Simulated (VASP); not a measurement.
# La2O3 in VASP: settings compared

La2O3 is run at these levels: LDA, PBEsol; tasks: single point.

Everything below comes from runs of VASP 6.6.1. Logs are shortened: lines on timing, memory, paths and dates and some standing lists are left out, and cuts for length are marked.

### Step 1. The cell of the first run

Symmetry: P-62m, No. 189, hexagonal system. The conventional cell has a = 6.267 Å, b = 6.267 Å, c = 3.300 Å, α = 90.00°, β = 90.00°, γ = 120.00°. Within 3.2 Å of La (site symmetry -6) lie 6 O at 2.45 Å. Within 3.2 Å of O (site symmetry m2m) lie 4 La at 2.45 Å and 4 O at 3.13 Å.

### Step 2. Single point, LDA

File INCAR:

```
PREC = Accurate
ENCUT = 520
EDIFF = 1E-6
ISMEAR = -1
SIGMA = 0.05
LREAL = F
LASPH = T
NELM = 100
ALGO = Normal
ISIF = 2
LWAVE = F
LCHARG = F
NBANDS = 28
```

File KPOINTS:

```
regular mesh
0
Gamma
  5 5 8
```

File POSCAR:

```
La2O3
1.0
    6.2667802772      0.0000000000      0.0000000000
   -3.1333901386      5.4271909200      0.0000000000
    0.0000000000      0.0000000000      3.2997660000
La O
2 3
Direct
    0.6666666667      0.3333333333      0.5000000000
    0.3333333333      0.6666666667      0.5000000000
    0.5080139900      0.0000000000      0.0000000000
    0.0000000000      0.5080139900      0.0000000000
    0.4919860100      0.4919860100      0.0000000000
```

Potentials or basis: VASP PAW LDA potentials, release 64 (La, O).

Run with:

```sh
cat potpaw_LDA.64/La/POTCAR potpaw_LDA.64/O/POTCAR > POTCAR
mpirun -np 1 vasp_std > vasp.out
```

OUTCAR:

```text
PREC = Accurate
   ENCUT = 520
   EDIFF = 1E-6
   ISMEAR = -1
   LREAL = F
   LASPH = T
   NELM = 100
   ISIF = 2

 ion  position               nearest neighbor table
   1  0.667  0.333  0.500-   3 2.45   3 2.45   4 2.45   4 2.45   5 2.45   5 2.45   2 3.62   2 3.62
                             2 3.62
   2  0.333  0.667  0.500-   4 2.45   4 2.45   3 2.45   3 2.45   5 2.45   5 2.45   1 3.62   1 3.62
                             1 3.62
   3  0.508  0.000  0.000-   1 2.45   1 2.45   2 2.45   2 2.45
   4  0.000  0.508  0.000-   2 2.45   2 2.45   1 2.45   1 2.45
   5  0.492  0.492  0.000-   1 2.45   1 2.45   2 2.45   2 2.45

  LATTYP: Found a hexagonal cell.
 ALAT       =     6.2667802772
 C/A-ratio  =     0.5265488583

  Lattice vectors:

 A1 = (   6.2667802772,   0.0000000000,   0.0000000000)
 A2 = (  -3.1333901386,   5.4271909200,   0.0000000000)
 A3 = (   0.0000000000,   0.0000000000,   3.2997660000)

Analysis of symmetry for initial positions (statically):
=====================================================================
 Subroutine PRICEL returns:
 Original cell was already a primitive cell.

 Routine SETGRP: Setting up the symmetry group for a
 hexagonal supercell.

 Subroutine GETGRP returns: Found 12 space group operations
 (whereof 12 operations were pure point group operations)
 out of a pool of 24 trial point group operations.

The static configuration has the point symmetry D_3h.

Analysis of symmetry for dynamics (positions and initial velocities):
=====================================================================
 Subroutine PRICEL returns:
 Original cell was already a primitive cell.

 Routine SETGRP: Setting up the symmetry group for a
 hexagonal supercell.

 Subroutine GETGRP returns: Found 12 space group operations
 (whereof 12 operations were pure point group operations)
 out of a pool of 24 trial point group operations.

The dynamic configuration has the point symmetry D_3h.

 Subroutine INISYM returns: Found 12 space group operations
 (whereof 12 operations are pure point group operations),
 and found     1 'primitive' translations

----------------------------------------------------------------------------------------

                                     Primitive cell

  volume of cell :     112.2284

  direct lattice vectors                    reciprocal lattice vectors
     6.266780277  0.000000000  0.000000000     0.159571575  0.092128692  0.000000000
    -3.133390139  5.427190920  0.000000000     0.000000000  0.184257384  0.000000000
     0.000000000  0.000000000  3.299766000     0.000000000  0.000000000  0.303051792

  length of vectors
     6.266780277  6.266780277  3.299766000     0.184257384  0.184257384  0.303051792

  position of ions in fractional coordinates (direct lattice)
     0.666666667  0.333333333  0.500000000
     0.333333333  0.666666667  0.500000000
     0.508013990  0.000000000  0.000000000
     0.000000000  0.508013990  0.000000000
     0.491986010  0.491986010  0.000000000

  ion indices of the primitive-cell ions
   primitive index   ion index
                 1           1
                 2           2
                 3           3
                 4           4
                 5           5

----------------------------------------------------------------------------------------

 KPOINTS: regular mesh

Automatic generation of k-mesh.
 Grid dimensions read from file:
 generate k-points for:    5    5    8

 Generating k-lattice:

  Cartesian coordinates                     Fractional coordinates (reciprocal lattice)
     0.031914315  0.018425738  0.000000000     0.200000000 -0.000000000  0.000000000
     0.000000000  0.036851477  0.000000000     0.000000000  0.200000000  0.000000000
     0.000000000  0.000000000  0.037881474     0.000000000  0.000000000  0.125000000

  Length of vectors
     0.036851477  0.036851477  0.037881474

  Shift w.r.t. Gamma in fractional coordinates (k-lattice)
     0.000000000  0.000000000  0.000000000

 Subroutine IBZKPT returns following result:
 ===========================================

 Found     25 irreducible k-points:

 Following reciprocal coordinates:
            Coordinates               Weight
  0.000000  0.000000  0.000000      1.000000
  0.200000  0.000000  0.000000      6.000000
  0.400000 -0.000000  0.000000      6.000000
  0.200000  0.200000  0.000000      6.000000
  0.400000  0.200000  0.000000      6.000000
  0.000000  0.000000  0.125000      2.000000
[... 16 lines left out ...]
  0.400000 -0.000000  0.500000      6.000000
  0.200000  0.200000  0.500000      6.000000
   k-points           NKPTS =     25   k-points in BZ     NKDIM =     25   number of bands    NBANDS=     28
   number of dos      NEDOS =    301   number of ions     NIONS =      5
   total plane-waves  NPLWV =  64512
   dimension x,y,z NGX =    48 NGY =   48 NGZ =   28
   dimension x,y,z NGXF=    96 NGYF=   96 NGZF=   56
   ions per type =               2   3
   NGX,Y,Z   is equivalent  to a cutoff of  12.73, 12.73, 14.11 a.u.
   NGXF,Y,Z  is equivalent  to a cutoff of  25.47, 25.47, 28.21 a.u.
 SYSTEM =  unknown system
   PREC   = accura    normal or accurate (medium, high low for compatibility)
   ISTART =      0    job   : 0-new  1-cont  2-samecut
   ICHARG =      2    charge: 1-file 2-atom 10-const
   ISPIN  =      1    spin polarized calculation?
   LNONCOLLINEAR =      F non collinear calculations
   LSORBIT =      F    spin-orbit coupling
   LASPH  =      T    aspherical Exc in radial PAW
   ENCUT  =  520.0 eV  38.22 Ry    6.18 a.u.  11.65 11.65  6.14*2*pi/ulx,y,z
   NELM   =    100;   NELMIN=  2; NELMDL= -5     # of ELM steps
   EDIFF  = 0.1E-05   stopping-criterion for ELM
   LREAL  =      F    real-space projection
   EDIFFG = 0.1E-04   stopping-criterion for IOM
   NSW    =      0    number of steps for IOM
   IBRION =     -1    ionic relax: 0-MD 1-quasi-New 2-CG
   NFREE  =      0    steps in history (QN), initial steepest desc. (CG)
   ISIF   =      2    stress and relaxation
   ISYM   =      2    0-nonsym 1-usesym 2-fastsym
   POTIM  = 0.5000    time-step for ionic-motion
   TEBEG  =    0.0;   TEEND  =   0.0 temperature during run
   PSTRESS=    0.0 pullay stress
   NELECT =      40.0000    total number of electrons
   NUPDOWN=      -1.0000    fix difference up-down
   EMIN   =  10.00;   EMAX   =-10.00  energy-range for DOS
   EFERMI =   0.00;   METHOD = LEGACY
   ISMEAR =    -1;   SIGMA  =   0.05  broadening in eV -4-tet -1-fermi 0-gaus
   EFERMI_NEDOS =   21; number of points for ismear=-14 and -15
   IALGO  =     38    algorithm
   IMIX   =      4    mixing-type and parameters
     AMIX     =   0.40;   BMIX     =  1.00
     AMIX_MAG =   1.60;   BMIX_MAG =  1.00
  volume/ion in A,a.u.               =      22.45       151.47
  Fermi-wavevector in a.u.,A,eV,Ry     =   1.160719  2.193442 18.330716  1.347270
  Thomas-Fermi vector in A             =   2.297299
   LORBIT       =      0    0 simple, 1 ext, 2 COOP (PROOUT), +10 PAW based schemes
   GGA     = CA    functional components
   LHFCALC =     F    Hartree Fock is set to
   AEXX    =    0.0000 exact exchange contribution
   IVDW    =     0    specifies the selected vdW correction
   LEPSILON=     F    determine dielectric tensor
   LRPA    =     F    only Hartree local field effects (RPA)
 non-spin polarized calculation
  energy-cutoff  :      520.00
  volume of cell :      112.23
 maximum number of plane-waves:      3048
 NGX is ok and might be reduce to    48
   NGX = 23   NGY = 23   NGZ = 13

 number of electron      39.9999994 magnetization

 Free energy of the ion-electron system (eV)
  ---------------------------------------------------
  ext. energy  EPLUGINS =         0.00000000
  ---------------------------------------------------
  free energy    TOTEN  =       -44.39299380 eV

  energy without entropy =      -44.39299379  energy(sigma->0) =      -44.39299379

 E-fermi :   3.7799     XC(G=0):  -8.8238

 val. band max:        3.0881919682   @ k =   0.0000   0.0000   0.5000
 cond. band min:       4.4695766983   @ k =   0.0000   0.0000   0.0000
 fundamental gap:      1.3813847301
 Fermi energy:         3.7799122543

 k-point     1 :       0.0000    0.0000    0.0000
  band No.  band energies     occupation
      1     -27.2848      2.00000
      2     -27.0542      2.00000
      3     -14.1952      2.00000
      4     -14.1952      2.00000
      5     -12.4613      2.00000
      6     -10.8482      2.00000
[... 20 lines left out ...]
     27       7.7384      0.00000
     28       7.7860      0.00000

 k-point     2 :       0.2000    0.0000    0.0000
  band No.  band energies     occupation
      1     -27.2661      2.00000
      2     -27.0742      2.00000
      3     -14.2015      2.00000
      4     -14.0946      2.00000
      5     -12.7071      2.00000
      6     -10.8190      2.00000
[... 20 lines left out ...]
     27       7.7516      0.00000
     28       7.7632      0.00000

 k-point     3 :       0.4000   -0.0000    0.0000
  band No.  band energies     occupation
      1     -27.2223      2.00000
      2     -27.1202      2.00000
      3     -14.2115      2.00000
      4     -13.8500      2.00000
      5     -13.1270      2.00000
      6     -10.7704      2.00000
[... 20 lines left out ...]
     27       7.7827      0.00000
     28       7.7895      0.00000

 k-point     4 :       0.2000    0.2000    0.0000
  band No.  band energies     occupation
      1     -27.2332      2.00000
      2     -27.1089      2.00000
      3     -14.2123      2.00000
      4     -13.9071      2.00000
      5     -13.0386      2.00000
      6     -10.7694      2.00000
[... 578 lines left out ...]
     27       7.5021      0.00000
     28       7.5344      0.00000

 k-point    23 :       0.4000   -0.0000    0.5000
  band No.  band energies     occupation
      1     -26.8932      2.00000
      2     -26.8167      2.00000
      3     -14.5864      2.00000
      4     -13.8416      2.00000
      5     -12.6658      2.00000
      6     -11.3556      2.00000
[... 20 lines left out ...]
     27       7.5743      0.00000
     28       7.7478      0.00000

 k-point    24 :       0.2000    0.2000    0.5000
  band No.  band energies     occupation
      1     -26.9015      2.00000
      2     -26.8082      2.00000
      3     -14.6488      2.00000
      4     -13.7252      2.00000
      5     -12.6658      2.00000
      6     -11.3583      2.00000
[... 20 lines left out ...]
     27       7.6042      0.00000
     28       7.6972      0.00000

 [... further k-points ...]
[... 5 lines left out ...]
  --------------------------------------------------------------------------------------
  -------------------------------------------------------------------------------------
  Total       -1.2041587     -1.2041587     -4.4580208     -0.0000000      0.0000000      0.0000000
  in kB      -17.1906217    -17.1906217    -63.6429003     -0.0000000      0.0000000      0.0000000
  external PRESSURE =     -32.6747145 kB  Pullay stress =       0.0000000 kB

 VOLUME and BASIS-vectors are now :
 -----------------------------------------------------------------------------
  energy-cutoff  :      520.00
  volume of cell :      112.23
      direct lattice vectors                 reciprocal lattice vectors
     6.266780277  0.000000000  0.000000000     0.159571575  0.092128692  0.000000000
    -3.133390139  5.427190920  0.000000000     0.000000000  0.184257384  0.000000000
     0.000000000  0.000000000  3.299766000     0.000000000  0.000000000  0.303051792

 POSITION                                       TOTAL-FORCE (eV/Angst)
 -----------------------------------------------------------------------------------
      3.13339      1.80906      1.64988         0.000000      0.000000     -0.000000
     -0.00000      3.61813      1.64988         0.000000      0.000000     -0.000000
      3.18361      0.00000      0.00000        -0.073374      0.000000     -0.000000
     -1.59181      2.75709      0.00000         0.036687     -0.063544     -0.000000
      1.54158      2.67010      0.00000         0.036687      0.063544      0.000000
 -----------------------------------------------------------------------------------
    total drift:                               -0.000000     -0.000000     -0.000000

  FREE ENERGIE OF THE ION-ELECTRON SYSTEM (eV)
  ---------------------------------------------------
  free  energy   TOTEN  =       -44.3929938026 eV

  energy  without entropy=      -44.3929937870  energy(sigma->0) =      -44.39299379
```

It took 90 s on 1 thread of AMD EPYC 7R43 (Zen 3), shared host; peak memory 0.2 GiB.

What came out:

| Quantity | Value |
| --- | --- |
| Free energy | -44.3930 eV |
| Pressure | -3.3 GPa |
| Largest force | 0.073 eV/Å |
| Band gap on the k mesh | 1.38 eV, indirect (least direct gap 1.90 eV) |

Forces on the atoms (eV/Å):
```
La   0.000  0.000  0.000
La   0.000  0.000  0.000
O   -0.073  0.000  0.000
O    0.037 -0.064  0.000
O    0.037  0.064  0.000
```

Stress tensor (GPa, compression positive):
```
-1.72  0.00  0.00
 0.00 -1.72  0.00
 0.00  0.00 -6.36
```

Caveat: spin-orbit coupling is left out, which moves the levels of the heavy elements.

### Step 3. Single point, PBEsol

File INCAR:

```
PREC     = Accurate       # precision mode
ENCUT    = 520            # plane-wave cutoff, eV
EDIFF    = 1E-7           # SCF threshold, eV
ISMEAR   = -1             # smearing method
SIGMA    = 0.05           # smearing width, eV
LREAL    = F              # projectors in reciprocal space
LASPH    = T              # aspherical terms in the spheres
NELM     = 60             # most SCF steps
ALGO     = Normal         # electronic algorithm
ISIF     = 2              # what is computed and relaxed
LWAVE    = F              # write WAVECAR
LCHARG   = F              # write CHGCAR
GGA      = PS             # functional
NBANDS   = 28             # bands
```

File KPOINTS:

```
Automatic mesh
0
Gamma
  5 5 8
```

POSCAR is that of step 2.

Potentials or basis: VASP PAW PBE potentials, release 64 (La, O).

Run with:

```sh
cat potpaw_PBE.64/La/POTCAR potpaw_PBE.64/O/POTCAR > POTCAR
mpirun -np 1 vasp_std > vasp.out
```

It took 1.9 min on 1 thread of AMD EPYC 7R43 (Zen 3), shared host; peak memory 0.24 GiB.

The run converged. Its results:

* Free energy: -42.4415 eV
* Pressure: -1.2 GPa
* Largest force: 0.062 eV/Å
* Band gap on the k mesh: 1.46 eV, indirect (least direct gap 1.98 eV)

Forces in eV/Å, atoms in the order of the input:
```
La   0.000  0.000  0.000
La   0.000  0.000  0.000
O   -0.062  0.000  0.000
O    0.031 -0.054  0.000
O    0.031  0.054  0.000
```

Stress tensor (GPa, compression positive):
```
 0.07  0.00  0.00
 0.00  0.07  0.00
 0.00  0.00 -3.77
```

Levels at points of the mesh, in eV from the valence-band top:
| k point | band 17 | band 18 | band 19 | band 20 | band 21 | band 22 | band 23 | band 24 |
| --- | --- | --- | --- | --- | --- | --- | --- | --- |
| (0.00, 0.00, 0.00) | -1.03 | -1.03 | -0.73 | -0.51 | 1.46 | 3.50 | 4.01 | 4.01 |
| (0.00, 0.00, 0.50) | -1.20 | -1.20 | -0.34 | 0.00 | 4.34 | 4.37 | 4.39 | 4.39 |

Caveat: the PAW data sets were made with another functional, which shifts forces and pressure a little; spin-orbit coupling is left out, which moves the levels of the heavy elements.

[end of part 1 of 2]
